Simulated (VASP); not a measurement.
# HfB2 (P6/mmm) in VASP: notebook, part 2 of 2

VASP 6.6.1. The steps go on from the part before.

## (3) Electric field gradients, PBEsol (equal xx and yy strain of +1 %)

INCAR

```
PREC     = Accurate       # precision mode
ENCUT    = 520            # plane-wave cutoff, eV
EDIFF    = 1E-8           # SCF threshold, eV
ISMEAR   = -1             # smearing method
SIGMA    = 0.05           # smearing width, eV
LREAL    = False          # projectors in reciprocal space
LASPH    = True           # aspherical terms in the spheres
NELM     = 80             # most SCF steps
ALGO     = Normal         # electronic algorithm
ISIF     = 2              # what is computed and relaxed
LWAVE    = False          # write WAVECAR
LCHARG   = False          # write CHGCAR
GGA      = PS             # functional
LEFG     = True         
NBANDS   = 15             # bands
```

KPOINTS

```
Automatic mesh
0
Gamma
  13 13 11
```

POSCAR

```
HfB2
1.0
    3.1714001015      0.0000000000      0.0000000000
   -1.5857000508      2.7465130534      0.0000000000
    0.0000000000      0.0000000000      3.4800000000
Hf B
1 2
Direct
    0.0000000000      0.0000000000      0.0000000000
    0.3333333333      0.6666666667      0.5000000000
    0.6666666667      0.3333333333      0.5000000000
```

Potentials or basis: VASP PAW PBE potentials, release 64 (Hf_pv, B).

Command:

```
cat potpaw_PBE.64/Hf_pv/POTCAR potpaw_PBE.64/B/POTCAR > POTCAR
mpirun -np 1 vasp_std > vasp.out
```

OUTCAR:

```text
PREC = Accurate
   ENCUT = 520
   EDIFF = 1E-8
   ISMEAR = -1
   LREAL = False
   LASPH = True
   NELM = 80
   ISIF = 2
   GGA = PS

 ion  position               nearest neighbor table
   1  0.000  0.000  0.000-   2 2.53   3 2.53   2 2.53   3 2.53   2 2.53   2 2.53   3 2.53   3 2.53
                             3 2.53   3 2.53   2 2.53   2 2.53
   2  0.333  0.667  0.500-   3 1.83   3 1.83   3 1.83   1 2.53   1 2.53   1 2.53   1 2.53   1 2.53
                             1 2.53
   3  0.667  0.333  0.500-   2 1.83   2 1.83   2 1.83   1 2.53   1 2.53   1 2.53   1 2.53   1 2.53
                             1 2.53

  LATTYP: Found a hexagonal cell.
 ALAT       =     3.1714001015
 C/A-ratio  =     1.0973071478
[... 659 lines left out ...]
 ion       V_xx      V_yy      V_zz      V_xy      V_xz      V_yz
---------------------------------------------------------------------
   1     -37.980   -37.980    75.961     0.000    -0.000     0.000
   2      -0.560    -0.561     1.121    -0.000     0.000    -0.000
   3      -0.560    -0.561     1.121    -0.000     0.000     0.000
---------------------------------------------------------------------

 Electric field gradients after diagonalization (V/A^2)
 (convention: |V_zz| > |V_xx| > |V_yy|)
----------------------------------------------------------------------
 ion       V_xx      V_yy      V_zz     asymmetry (V_yy - V_xx)/ V_zz
----------------------------------------------------------------------
   1     -37.981   -37.980    75.961       0.000
   2      -0.561    -0.560     1.121       0.000
   3      -0.561    -0.560     1.121       0.000
----------------------------------------------------------------------

           NMR quadrupolar parameters

 Cq : quadrupolar parameter    Cq=e*Q*V_zz/h
 eta: asymmetry parameters     (V_yy - V_xx)/ V_zz
 Q  : nuclear electric quadrupole moment in mb (millibarn)
----------------------------------------------------------------------
 ion       Cq(MHz)       eta       Q (mb)
----------------------------------------------------------------------
   1       0.184       0.000       1.000
   2       0.003       0.000       1.000
   3       0.003       0.000       1.000
----------------------------------------------------------------------
```

stdout:

```text
POSCAR found type information on POSCAR HfB
 POSCAR found :  2 types and       3 ions
 scaLAPACK will be used
 -----------------------------------------------------------------------------
|                                                                             |
|                                                                             |
|     You enforced a specific xc type in the INCAR file but a different       |
|     I HOPE YOU KNOW WHAT YOU ARE DOING!                                     |
|                                                                             |
 -----------------------------------------------------------------------------

 LDA part: xc-table for (Slater+PW92), standard interpolation
 POSCAR, INCAR and KPOINTS ok, starting setup
 FFT: planning ... GRIDC
 FFT: planning ... GRID_SOFT
 FFT: planning ... GRID
 WAVECAR not read
 entering main loop
ion   1

ion   2

ion   3
```

Run time: 70 s. Hardware: 1 thread of AMD EPYC 7R13 (Zen 3), shared host; peak memory 0.15 GiB.

What came out:

- Free energy: -27.8328 eV
- Pressure: -9.4 GPa
- Band gap on the k mesh: zero (band 8 reaches 7.90 eV, above the bottom of band 9 at 7.01 eV)

Stress tensor (GPa, compression positive):
```
-10.37   0.00   0.00
  0.00 -10.37   0.00
  0.00   0.00  -7.50
```

Levels at points of the mesh, in eV from the Fermi level:
| k point | band 6 | band 7 | band 8 | band 9 | band 10 | band 11 |
| --- | --- | --- | --- | --- | --- | --- |
| (0.00, 0.00, 0.00) | -3.00 | -3.00 | -2.75 | 3.80 | 3.80 | 4.56 |

Electric field gradients, principal values (V/Å²):
```
atom    least   middle  greatest (by size)
1 Hf  -37.980  -37.981              75.961
 2 B   -0.560   -0.561               1.121
 3 B   -0.560   -0.561               1.121
```

Caveat: the cell differs from its parent crystal (equal xx and yy strain of +1 %); without QUAD_EFG the Cq values of the log hold for a quadrupole moment of 1 mb, not for the nuclei; the PAW data sets were made with another functional, which shifts forces and pressure a little; spin-orbit coupling is left out, which moves the levels of the heavy elements.

## (4) Electric field gradients, PBEsol (equal xx and yy strain of +1 %)

INCAR

```
SYSTEM = HfB2
PREC     = Accurate       ! precision mode
ENCUT    = 520            ! plane-wave cutoff, eV
EDIFF    = 1E-8           ! SCF threshold, eV
ISMEAR   = -1             ! smearing method
SIGMA    = 0.05           ! smearing width, eV
LREAL    = .False.        ! projectors in reciprocal space
LASPH    = .True.         ! aspherical terms in the spheres
NELM     = 100            ! most SCF steps
ALGO     = Normal         ! electronic algorithm
ISIF     = 2              ! what is computed and relaxed
LWAVE    = .False.        ! write WAVECAR
LCHARG   = .False.        ! write CHGCAR
GGA      = PS             ! functional
LEFG     = .True.       
NBANDS   = 15             ! bands
```

KPOINTS

```
regular mesh
0
Gamma
  13 13 11
  0 0 0
```

POSCAR is that of step 3.

Potentials or basis: VASP PAW PBE potentials, release 64 (Hf_pv, B).

Command:

```
cat potpaw_PBE.64/Hf_pv/POTCAR potpaw_PBE.64/B/POTCAR > POTCAR
mpirun -np 1 vasp_std > vasp.out
```

OUTCAR:

```text
SYSTEM = HfB2
   PREC = Accurate
   ENCUT = 520
   EDIFF = 1E-8
   ISMEAR = -1
   LREAL = .False.
   LASPH = .True.
   NELM = 100
   ISIF = 2
   GGA = PS

 ion  position               nearest neighbor table
   1  0.000  0.000  0.000-   2 2.53   3 2.53   2 2.53   3 2.53   2 2.53   2 2.53   3 2.53   3 2.53
                             3 2.53   3 2.53   2 2.53   2 2.53
   2  0.333  0.667  0.500-   3 1.83   3 1.83   3 1.83   1 2.53   1 2.53   1 2.53   1 2.53   1 2.53
                             1 2.53
   3  0.667  0.333  0.500-   2 1.83   2 1.83   2 1.83   1 2.53   1 2.53   1 2.53   1 2.53   1 2.53
                             1 2.53

  LATTYP: Found a hexagonal cell.
 ALAT       =     3.1714001015
 C/A-ratio  =     1.0973071478

  Lattice vectors:

 A1 = (   3.1714001015,   0.0000000000,   0.0000000000)
 A2 = (  -1.5857000508,   2.7465130534,   0.0000000000)
 A3 = (   0.0000000000,   0.0000000000,   3.4800000000)

Analysis of symmetry for initial positions (statically):
=====================================================================
[... 634 lines left out ...]
 POSITION                                       TOTAL-FORCE (eV/Angst)
 -----------------------------------------------------------------------------------
      0.00000      0.00000      0.00000        -0.000000      0.000000     -0.000000
     -0.00000      1.83101      1.74000         0.000000      0.000000     -0.000000
      1.58570      0.91550      1.74000        -0.000000      0.000000      0.000000
 -----------------------------------------------------------------------------------
    total drift:                               -0.000000      0.000000      0.000000

  FREE ENERGIE OF THE ION-ELECTRON SYSTEM (eV)
  ---------------------------------------------------
  free  energy   TOTEN  =       -27.8327752552 eV

  energy  without entropy=      -27.8310042142  energy(sigma->0) =      -27.83188973

 Electric field gradients (V/A^2)
---------------------------------------------------------------------
 ion       V_xx      V_yy      V_zz      V_xy      V_xz      V_yz
---------------------------------------------------------------------
   1     -37.980   -37.980    75.961     0.000    -0.000     0.000
   2      -0.560    -0.561     1.121    -0.000     0.000    -0.000
   3      -0.560    -0.561     1.121    -0.000     0.000     0.000
---------------------------------------------------------------------

 Electric field gradients after diagonalization (V/A^2)
 (convention: |V_zz| > |V_xx| > |V_yy|)
----------------------------------------------------------------------
 ion       V_xx      V_yy      V_zz     asymmetry (V_yy - V_xx)/ V_zz
----------------------------------------------------------------------
   1     -37.981   -37.980    75.961       0.000
   2      -0.561    -0.560     1.121       0.000
   3      -0.561    -0.560     1.121       0.000
----------------------------------------------------------------------

           NMR quadrupolar parameters

 Cq : quadrupolar parameter    Cq=e*Q*V_zz/h
 eta: asymmetry parameters     (V_yy - V_xx)/ V_zz
 Q  : nuclear electric quadrupole moment in mb (millibarn)
----------------------------------------------------------------------
 ion       Cq(MHz)       eta       Q (mb)
----------------------------------------------------------------------
   1       0.184       0.000       1.000
   2       0.003       0.000       1.000
   3       0.003       0.000       1.000
----------------------------------------------------------------------
```

stdout:

```text
POSCAR found type information on POSCAR HfB
 POSCAR found :  2 types and       3 ions
 scaLAPACK will be used
 -----------------------------------------------------------------------------
|                                                                             |
|                                                                             |
|     You enforced a specific xc type in the INCAR file but a different       |
|     I HOPE YOU KNOW WHAT YOU ARE DOING!                                     |
|                                                                             |
 -----------------------------------------------------------------------------

 LDA part: xc-table for (Slater+PW92), standard interpolation
 POSCAR, INCAR and KPOINTS ok, starting setup
 FFT: planning ... GRIDC
 FFT: planning ... GRID_SOFT
 FFT: planning ... GRID
 WAVECAR not read
 entering main loop
ion   1

ion   2

ion   3
```

Wall time 62 s (1 thread of AMD EPYC 7R13 (Zen 3), shared host); peak memory 0.16 GiB.

Results:

* Free energy: -27.8328 eV
* Pressure: -9.4 GPa
* Band gap on the k mesh: zero (band 8 reaches 7.90 eV, above the bottom of band 9 at 7.01 eV)

Stress tensor (GPa, compression positive):
```
-10.37   0.00   0.00
  0.00 -10.37   0.00
  0.00   0.00  -7.50
```

Levels at points of the mesh, in eV from the Fermi level:
| k point | band 6 | band 7 | band 8 | band 9 | band 10 | band 11 |
| --- | --- | --- | --- | --- | --- | --- |
| (0.00, 0.00, 0.00) | -3.00 | -3.00 | -2.75 | 3.80 | 3.80 | 4.56 |

Electric field gradients, principal values (V/Å²):
```
atom    least   middle  greatest (by size)
1 Hf  -37.980  -37.981              75.961
 2 B   -0.560   -0.561               1.121
 3 B   -0.560   -0.561               1.121
```

Caveat: the cell differs from its parent crystal (equal xx and yy strain of +1 %); without QUAD_EFG the Cq values of the log hold for a quadrupole moment of 1 mb, not for the nuclei; the PAW data sets were made with another functional, which shifts forces and pressure a little; spin-orbit coupling is left out, which moves the levels of the heavy elements.

## (5) Electric field gradients, PBEsol (equal xx and yy strain of +3 %)

INCAR

```
SYSTEM = HfB2
PREC = Accurate
ENCUT = 520
EDIFF = 1E-8
ISMEAR = -1
SIGMA = 0.05
LREAL = .FALSE.
LASPH = .TRUE.
NELM = 100
ALGO = Normal
ISIF = 2
LWAVE = .FALSE.
LCHARG = .FALSE.
GGA = PS
LEFG = .TRUE.
NBANDS = 15
```

KPOINTS

```
Automatic mesh
0
G
  13 13 11
  0 0 0
```

POSCAR

```
HfB2
1.0
    3.2342001035      0.0000000000      0.0000000000
   -1.6171000518      2.8008994505      0.0000000000
    0.0000000000      0.0000000000      3.4800000000
Hf B
1 2
Direct
    0.0000000000      0.0000000000      0.0000000000
    0.3333333333      0.6666666667      0.5000000000
    0.6666666667      0.3333333333      0.5000000000
```

Potentials or basis: VASP PAW PBE potentials, release 64 (Hf_pv, B).

Command:

```
cat potpaw_PBE.64/Hf_pv/POTCAR potpaw_PBE.64/B/POTCAR > POTCAR
mpirun -np 1 vasp_std > vasp.out
```

OUTCAR:

```text
SYSTEM = HfB2
   PREC = Accurate
   ENCUT = 520
   EDIFF = 1E-8
   ISMEAR = -1
   LREAL = .FALSE.
   LASPH = .TRUE.
   NELM = 100
   ISIF = 2
   GGA = PS

 ion  position               nearest neighbor table
   1  0.000  0.000  0.000-   2 2.55   3 2.55   2 2.55   3 2.55   2 2.55   2 2.55   3 2.55   3 2.55
                             3 2.55   3 2.55   2 2.55   2 2.55
   2  0.333  0.667  0.500-   3 1.87   3 1.87   3 1.87   1 2.55   1 2.55   1 2.55   1 2.55   1 2.55
                             1 2.55
   3  0.667  0.333  0.500-   2 1.87   2 1.87   2 1.87   1 2.55   1 2.55   1 2.55   1 2.55   1 2.55
                             1 2.55

  LATTYP: Found a hexagonal cell.
 ALAT       =     3.2342001035
 C/A-ratio  =     1.0760002129

  Lattice vectors:

 A1 = (   3.2342001035,   0.0000000000,   0.0000000000)
 A2 = (  -1.6171000518,   2.8008994505,   0.0000000000)
 A3 = (   0.0000000000,   0.0000000000,   3.4800000000)

Analysis of symmetry for initial positions (statically):
=====================================================================
[... 633 lines left out ...]
 POSITION                                       TOTAL-FORCE (eV/Angst)
 -----------------------------------------------------------------------------------
      0.00000      0.00000      0.00000         0.000000      0.000000      0.000000
     -0.00000      1.86727      1.74000        -0.000000      0.000000     -0.000000
      1.61710      0.93363      1.74000         0.000000     -0.000000      0.000000
 -----------------------------------------------------------------------------------
    total drift:                               -0.000000      0.000000      0.000000

  FREE ENERGIE OF THE ION-ELECTRON SYSTEM (eV)
  ---------------------------------------------------
  free  energy   TOTEN  =       -27.7122552970 eV

  energy  without entropy=      -27.7101692963  energy(sigma->0) =      -27.71121230

 Electric field gradients (V/A^2)
---------------------------------------------------------------------
 ion       V_xx      V_yy      V_zz      V_xy      V_xz      V_yz
---------------------------------------------------------------------
   1     -33.215   -33.214    66.429     0.001    -0.000     0.000
   2      -0.041    -0.041     0.082    -0.000     0.000    -0.000
   3      -0.041    -0.041     0.082    -0.000     0.000     0.000
---------------------------------------------------------------------

 Electric field gradients after diagonalization (V/A^2)
 (convention: |V_zz| > |V_xx| > |V_yy|)
----------------------------------------------------------------------
 ion       V_xx      V_yy      V_zz     asymmetry (V_yy - V_xx)/ V_zz
----------------------------------------------------------------------
   1     -33.215   -33.214    66.429       0.000
   2      -0.041    -0.041     0.082       0.001
   3      -0.041    -0.041     0.082       0.001
----------------------------------------------------------------------

           NMR quadrupolar parameters

 Cq : quadrupolar parameter    Cq=e*Q*V_zz/h
 eta: asymmetry parameters     (V_yy - V_xx)/ V_zz
 Q  : nuclear electric quadrupole moment in mb (millibarn)
----------------------------------------------------------------------
 ion       Cq(MHz)       eta       Q (mb)
----------------------------------------------------------------------
   1       0.161       0.000       1.000
   2       0.000       0.001       1.000
   3       0.000       0.001       1.000
----------------------------------------------------------------------
```

stdout:

```text
POSCAR found type information on POSCAR HfB
 POSCAR found :  2 types and       3 ions
 scaLAPACK will be used
 -----------------------------------------------------------------------------
|                                                                             |
|                                                                             |
|     You enforced a specific xc type in the INCAR file but a different       |
|     I HOPE YOU KNOW WHAT YOU ARE DOING!                                     |
|                                                                             |
 -----------------------------------------------------------------------------

 LDA part: xc-table for (Slater+PW92), standard interpolation
 POSCAR, INCAR and KPOINTS ok, starting setup
 FFT: planning ... GRIDC
 FFT: planning ... GRID_SOFT
 FFT: planning ... GRID
 WAVECAR not read
 entering main loop
ion   1

ion   2

ion   3
```

Run time: 52 s. Hardware: 1 thread of AMD EPYC 7R13 (Zen 3), shared host; peak memory 0.16 GiB.

What came out:

| Quantity | Value |
| --- | --- |
| Free energy | -27.7123 eV |
| Pressure | -18.0 GPa |
| Band gap on the k mesh | zero (band 8 reaches 7.76 eV, above the bottom of band 9 at 6.75 eV) |

Stress tensor (GPa, compression positive):
```
-21.25   0.00   0.00
  0.00 -21.25   0.00
  0.00   0.00 -11.49
```

Electric field gradients, principal values (V/Å²):
```csv
atom,least,middle,greatest (by size)
1 Hf,-33.214,-33.215,66.429
2 B,-0.041,-0.041,0.082
3 B,-0.041,-0.041,0.082
```

Caveat: the cell differs from its parent crystal (equal xx and yy strain of +3 %); without QUAD_EFG the Cq values of the log hold for a quadrupole moment of 1 mb, not for the nuclei; the PAW data sets were made with another functional, which shifts forces and pressure a little; spin-orbit coupling is left out, which moves the levels of the heavy elements.

## (6) The runs side by side

```tsv
cell	gap on the mesh (eV)	pressure (GPa)
a = 3.140, b = 3.140, c = 3.410 Å, angles 90.0, 90.0, 120.0°, 3 atoms	none	0.4
a = 3.171, b = 3.171, c = 3.480 Å, angles 90.0, 90.0, 120.0°, 3 atoms	none	-9.4
a = 3.234, b = 3.234, c = 3.480 Å, angles 90.0, 90.0, 120.0°, 3 atoms	none	-18.0
```

Alike in all rows: task electric field gradients; level PBEsol; potentials or basis VASP PAW PBE potentials, release 64 (Hf_pv, B); no spin polarisation; k mesh 13 × 13 × 11; cutoff (eV) 520; smearing fermi-dirac 0.05 eV.

Caveats: the PAW data sets were made with another functional, which shifts forces and pressure a little; spin-orbit coupling is left out, which moves the levels of the heavy elements.

Total energies depend on the potentials used, so only differences within one code and one set of settings carry meaning.
